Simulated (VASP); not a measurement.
# Sn3GeSe (R3m) in VASP: further runs, part 2 of 2

VASP 6.6.1. Earlier steps stand in the parts before.

## Step 4: Relaxation of cell and atoms, PBE

Input file INCAR:

```
  PREC = Accurate
  ENCUT = 600
  EDIFF = 1E-6
  ISMEAR = 0
  SIGMA = 0.1
  LREAL = False
  LASPH = True
  NELM = 80
  ALGO = Normal
  ISIF = 3
  LWAVE = False
  LCHARG = False
  GGA = PE
  IBRION = 2
  NSW = 90
  EDIFFG = -0.04
```

Input file KPOINTS:

```
regular mesh
0
Gamma
  3 3 3
```

Input file POSCAR:

```
Sn3GeSe
1.0
    3.5891275300      2.0721837500      3.0373306600
   -3.5891275300      2.0721837500      3.0373306600
    0.0000000000     -4.1443674900      3.0373306600
Sn Ge Se
3 1 1
Direct
    0.5069299900      0.9987400200      0.5069299900
    0.5069299900      0.5069299900      0.9987400200
    0.9987400200      0.5069299900      0.5069299900
    0.0100000000      0.0100000000      0.0100000000
    0.5394300200      0.5394300200      0.5394300200
```

The run is started by

```
$ cat potpaw_PBE.64/Sn_d/POTCAR potpaw_PBE.64/Ge_d/POTCAR potpaw_PBE.64/Se/POTCAR > POTCAR
$ mpirun -np 1 vasp_std > vasp.out
```

Wall time 30 min (1 thread of Oxide Virtual Turin-like, shared host); peak memory 0.25 GiB.

Results (log left out):

```yaml
Free_energy: -18.7601 eV
Relaxed_volume: 33.68 Å³/atom
Relaxed_cell: a = 5.855 Å, b = 5.855 Å, c = 5.855 Å, α = 68.89°, β = 68.89°, γ = 68.89°
Space_group_after_relaxing_to_0.1_Å: R3m (No. 160)
Energy_gained_by_relaxing: 646.8 meV/atom
Ionic_steps: 47
Pressure_after_relaxing: 0.0 GPa
Largest_force_after_relaxing: 0.028 eV/Å
Band_gap_on_the_k_mesh: 0.15 eV
```

Forces in eV/Å, atoms in the order of the input:
```
Sn   0.011 -0.006  0.000
Sn   0.000  0.013  0.000
Sn  -0.011 -0.006  0.000
Ge   0.000  0.000 -0.028
Se   0.000  0.000  0.028
```

Step by step:
| step | energy change (eV) | largest force (eV/Å) | pressure (GPa) | volume (Å³) |
| --- | --- | --- | --- | --- |
| 1 | 0.0000 | 4.7074 | 13.10 | 135.54 |
| 3 | -1.7238 | 0.2426 | -0.18 | 165.71 |
| 5 | -1.7358 | 0.2335 | -0.12 | 165.36 |
| 7 | -1.7840 | 1.0057 | 2.40 | 156.49 |
| 9 | -1.7891 | 0.8019 | 1.81 | 158.22 |
| 11 | -1.8097 | 0.8942 | 2.05 | 157.65 |
| 13 | -1.8863 | 1.2266 | 3.10 | 155.33 |
| 15 | -1.9211 | 1.4233 | 4.10 | 153.58 |
| 17 | -2.0178 | 1.2645 | 4.13 | 154.37 |
| 19 | -2.0545 | 1.2588 | 4.22 | 154.96 |
| 21 | -2.2490 | 0.8420 | 2.16 | 160.72 |
| 23 | -2.3721 | 0.7374 | -0.55 | 171.22 |
| 25 | -2.4218 | 0.7030 | -0.38 | 169.75 |
| 27 | -2.5582 | 0.8132 | 0.79 | 163.20 |
| 29 | -2.5680 | 0.9637 | 1.19 | 161.53 |
| 31 | -2.6663 | 0.8541 | 0.59 | 163.85 |
| 33 | -2.8939 | 0.3116 | -1.25 | 174.23 |
| 35 | -2.9670 | 0.3558 | -1.34 | 178.62 |
| 37 | -3.0153 | 0.8629 | 0.53 | 176.85 |
| 39 | -3.0996 | 0.4092 | -0.12 | 175.45 |
| 41 | -3.1460 | 0.5439 | -0.19 | 167.76 |
| 43 | -3.2250 | 0.0951 | -0.11 | 168.39 |
| 45 | -3.2306 | 0.0953 | -0.03 | 168.42 |
| 47 | -3.2339 | 0.0282 | -0.04 | 168.42 |

Final structure:
```
Sn Ge Se
1.0
     3.31158    1.91194    4.43332
    -3.31158    1.91194    4.43332
     0.00000   -3.82388    4.43332
Sn Ge Se
3 1 1
Cartesian
  -1.5469 0.8931 8.5680
  0.0000 -1.7862 8.5680
  1.5469 0.8931 8.5680
  0.0000 0.0000 2.1946
  0.0000 0.0000 6.1763
```

Levels at points of the mesh, in eV from the valence-band top:
| k point | band 29 | band 30 | band 31 | band 32 | band 33 | band 34 |
| --- | --- | --- | --- | --- | --- | --- |
| (0.00, 0.00, 0.00) | -2.04 | -1.20 | -1.20 | 0.95 | 0.95 | 2.18 |

Caveat: the volume moved by over 15 % at a fixed basis, so the end points are rough; semilocal functionals underestimate gaps, and a narrow one can read as zero; spin-orbit coupling is left out, which moves the levels of the heavy elements. A k mesh can miss the band edges.

## Step 5: Single point, PBE

This run uses another cell than the first one, of 34.24 Å³/atom.

Input file INCAR:

```
ALGO = Normal ; EDIFF = 1E-7
ENCUT = 520 ; GGA = PE
ISIF = 2 ; ISMEAR = 0
LASPH = True ; LCHARG = True
LELF = True ; LREAL = False
LVHAR = True ; LWAVE = False
NBANDS = 39 ; NELM = 100
PREC = Accurate ; SIGMA = 0.01
```

Input file KPOINTS:

```
k-points
0
Gamma
  6 6 6
```

Input file POSCAR:

```
Sn3GeSe
1.0
    3.2713733811      1.8887283022      4.6177291005
   -3.2713733811      1.8887283022      4.6177291005
    0.0000000000     -3.7774566044      4.6177291005
Sn Ge Se
3 1 1
Direct
    0.4887767158      0.9557631270      0.4887767158
    0.4887767158      0.4887767158      0.9557631270
    0.9557631270      0.4887767158      0.4887767158
    0.1717573445      0.1717573445      0.1717573445
    0.4569561170      0.4569561170      0.4569561170
```

The run is started by

```
$ cat potpaw_PBE.64/Sn_d/POTCAR potpaw_PBE.64/Ge_d/POTCAR potpaw_PBE.64/Se/POTCAR > POTCAR
$ mpirun -np 1 vasp_std > vasp.out
```

Run time: 8.2 min. Hardware: 1 thread of Oxide Virtual Turin-like, shared host; peak memory 0.41 GiB.

Results (log left out):

```yaml
Free_energy: -18.5917 eV
Pressure: 0.0 GPa
Largest_force: 0.006 eV/Å
Band_gap_on_the_k_mesh: zero (filled and empty bands touch)
```

Forces on the atoms (eV/Å):
```
Sn   0.001  0.000  0.001
Sn   0.000  0.001  0.001
Sn  -0.001  0.000  0.001
Ge   0.000  0.000 -0.006
Se   0.000  0.000  0.005
```

Levels at points of the mesh, in eV from the Fermi level:
| k point | band 29 | band 30 | band 31 | band 32 | band 33 | band 34 |
| --- | --- | --- | --- | --- | --- | --- |
| (0.00, 0.00, 0.00) | -2.12 | -1.38 | -1.38 | 1.21 | 1.21 | 2.12 |
| (0.50, 0.00, 0.00) | -1.43 | -1.20 | -0.63 | 0.79 | 0.87 | 1.10 |
| (0.50, 0.50, 0.00) | -1.35 | -0.57 | -0.28 | 0.00 | 0.60 | 1.00 |
| (0.50, 0.50, 0.50) | -1.51 | -1.41 | -1.41 | 0.40 | 0.40 | 0.40 |

Caveat: spin-orbit coupling is left out, which moves the levels of the heavy elements.

## Step 6: Overview

| task | cell | k mesh | cutoff (eV) | smearing | gap on the mesh (eV) | pressure (GPa) | largest force (eV/Å) |
| --- | --- | --- | --- | --- | --- | --- | --- |
| single point | a = 5.138 Å, angles 88.6°, 5 atoms, atomic positions A | 3 × 3 × 3 | 520 | gaussian 0.1 eV | none | 13.1 | 4.71 |
| single point | a = 5.852 Å, angles 68.9°, 5 atoms, atomic positions B | 3 × 3 × 3 | 520 | gaussian 0.1 eV | 0.16 | 0.1 | 0.03 |
| relaxation of cell and atoms | relaxed from a = 5.138 Å, angles 88.6°, 5 atoms, atomic positions A | 3 × 3 × 3 | 600 | gaussian 0.1 eV | 0.15 | 0.0 | 0.03 |
| single point | a = 5.966 Å, angles 66.5°, 5 atoms, atomic positions C | 6 × 6 × 6 | 520 | gaussian 0.01 eV | none | 0.0 | 0.01 |

Alike in all rows: level PBE; potentials or basis VASP PAW PBE potentials, release 64 (Sn_d, Ge_d, Se); no spin polarisation.

Caveats: some runs use coarse meshes; spin-orbit coupling is left out, which moves the levels of the heavy elements; semilocal functionals underestimate gaps, and a narrow one can read as zero (at least some runs); forces of over 1 eV/Å act on the atoms, so gaps and moduli don't describe the material at rest (at least some runs); the volume moved by over 15 % at a fixed basis, so the end points are rough (at least some runs).

Total energies depend on the potentials used, so only differences within one code and one set of settings carry meaning.
